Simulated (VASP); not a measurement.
# BN: single point with PBE

The system is BN.

```xyz
2
Lattice="2.1756 -1.2561 -0.0073 2.1756 1.2561 -0.0073 -1.4138 0.0000 4.1827" Properties=species:S:1:pos:R:3 pbc="T T T"
B     0.0000    0.0000    0.0055
N     2.9008    0.0000   -0.0041
```

* Program: VASP 6.6.1
* Task: single point
* Functional: PBE
* Potentials or basis: VASP PAW PBE potentials, release 64 (B, N)
* Cutoff: 520 eV
* k mesh: 10 × 10 × 6
* Occupations: gaussian, width 0.02 eV
* Spin: no spin polarisation

The pressure is 0.1 GPa. The band gap on the k mesh is 4.52 eV, indirect (least direct gap 4.97 eV).

Stress tensor (GPa, compression positive):
```
 0.12  0.00  0.00
 0.00  0.12  0.00
 0.00  0.00 -0.08
```

Levels at points of the mesh, in eV from the valence-band top:
```tsv
k point	band 1	band 2	band 3	band 4	band 5	band 6	band 7	band 8	band 9
(0.00, 0.00, 0.00)	-17.50	-4.76	-1.22	-1.22	4.52	11.64	11.64	12.48	13.71
(0.50, 0.00, 0.00)	-14.43	-8.73	-3.99	-0.70	5.10	9.72	12.46	13.56	17.99
(0.50, 0.50, 0.00)	-14.42	-8.71	-4.00	-0.84	4.71	9.89	13.20	15.01	17.51
(0.00, 0.00, 0.50)	-17.46	-5.36	-1.22	-1.22	7.87	10.19	11.63	11.63	14.28
(0.50, 0.00, 0.50)	-14.42	-8.71	-4.00	-0.84	4.70	9.90	13.23	15.09	17.47
(0.50, 0.50, 0.50)	-14.43	-8.73	-3.99	-0.70	5.08	9.73	12.49	13.61	17.98
```

It took 29 s on 1 thread of Intel(R) Xeon(R) Platinum 8259CL CPU @ 2.50GHz (Skylake/Cascade Lake), on a shared host, peak memory 0.16 GiB.

Caveat: this functional lacks dispersion, which binds the layers, so the pressure and a relaxed spacing across them are unreliable. A k mesh can miss the band edges.
